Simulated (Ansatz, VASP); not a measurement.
**Ru: VASP beside Ansatz**

```xyz
2
Lattice="2.7078 0.0000 0.0000 -1.3539 2.3450 0.0000 0.0000 0.0000 4.2681" Properties=species:S:1:pos:R:3 pbc="T T T"
Ru    0.0000    1.5634    1.0670
Ru    1.3539    0.7817    3.2011
```

Alike in both runs: task relaxation of cell and atoms; functional PBE; k mesh 16 × 16 × 9; occupations methfessel-paxton of order 1, width 0.1 eV; no spin polarisation.

|  | VASP | Ansatz |
| --- | --- | --- |
| version | VASP 6.6.1 | Ansatz 0.2.0 |
| potentials or method | VASP PAW PBE potentials, release 64 (Ru_pv), cutoff 600 eV | plane-wave PAW DFT |
| valence electrons in the cell | 28 | 32 |

Ansatz gave:

| Property | Result |
| --- | --- |
| relaxed volume (Å³/atom) | 13.76 |
| relaxed cell length with the largest relative difference (Å) | 4.287 |

Task: Which values does VASP return?

Result: Relaxed volume (Å³/atom): 13.76; relaxed cell length with the largest relative difference (Å): 4.286.

VASP's potentials hold 28 valence electrons a cell and Ansatz's 32, so a difference there can come from the potentials and not from the codes.
